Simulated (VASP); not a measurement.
K3LuV2O8: single point with PBE

K3LuV2O8:

```
K Lu V O
1.0
     5.85500    0.00000    0.00000
    -2.92750    5.07058    0.00000
     0.00000    0.00000    7.57800
K Lu V O
3 1 2 8
Direct
  0.00000 0.00000 0.00000
  0.66667 0.33333 0.68610
  0.33333 0.66667 0.31390
  0.00000 0.00000 0.50000
  0.66667 0.33333 0.24225
  0.33333 0.66667 0.75775
  0.66667 0.33333 0.02369
  0.33333 0.66667 0.97631
  0.34535 0.17268 0.32371
  0.82732 0.17268 0.32371
  0.82732 0.65465 0.32371
  0.17268 0.34535 0.67629
  0.17268 0.82732 0.67629
  0.65465 0.82732 0.67629
```

- Program: VASP 6.6.1
- Task: single point
- Functional: PBE
- Potentials or basis: VASP PAW PBE potentials, release 64 (K_sv, Lu, V_sv, O)
- Cutoff: 520 eV
- k mesh: 5 × 5 × 3
- Occupations: fermi-dirac, width 0.02 eV
- Spin: no spin polarisation

```yaml
Pressure: 2.6 GPa
Largest_force: 0.220 eV/Å
Band_gap_on_the_k_mesh: 3.34 eV (least direct gap 3.43 eV)
```

Forces on the atoms (eV/Å):
```
K    0.000  0.000  0.000
K    0.000  0.000 -0.007
K    0.000  0.000  0.007
Lu   0.000  0.000  0.000
V    0.000  0.000  0.106
V    0.000  0.000 -0.106
O    0.000  0.000 -0.220
O    0.000  0.000  0.220
O   -0.048 -0.028  0.007
O    0.048 -0.028  0.007
O    0.000  0.056  0.007
O    0.000 -0.056 -0.007
O   -0.048  0.028 -0.007
O    0.048  0.028 -0.007
```

Stress tensor (GPa, compression positive):
```
2.84 0.00 0.00
0.00 2.84 0.00
0.00 0.00 1.99
```

Levels at points of the mesh, in eV from the valence-band top:
| k point | band 61 | band 62 | band 63 | band 64 | band 65 | band 66 |
| --- | --- | --- | --- | --- | --- | --- |
| (0.00, 0.00, 0.00) | -0.15 | -0.09 | -0.09 | 3.34 | 3.34 | 3.98 |

Wall time 6.5 min on 1 thread of Intel(R) Xeon(R) Platinum 8259CL CPU @ 2.50GHz (Skylake/Cascade Lake), on a shared host, peak memory 0.48 GiB.

Caveat: spin-orbit coupling is left out, which moves the levels of the heavy elements. A k mesh can miss the band edges.
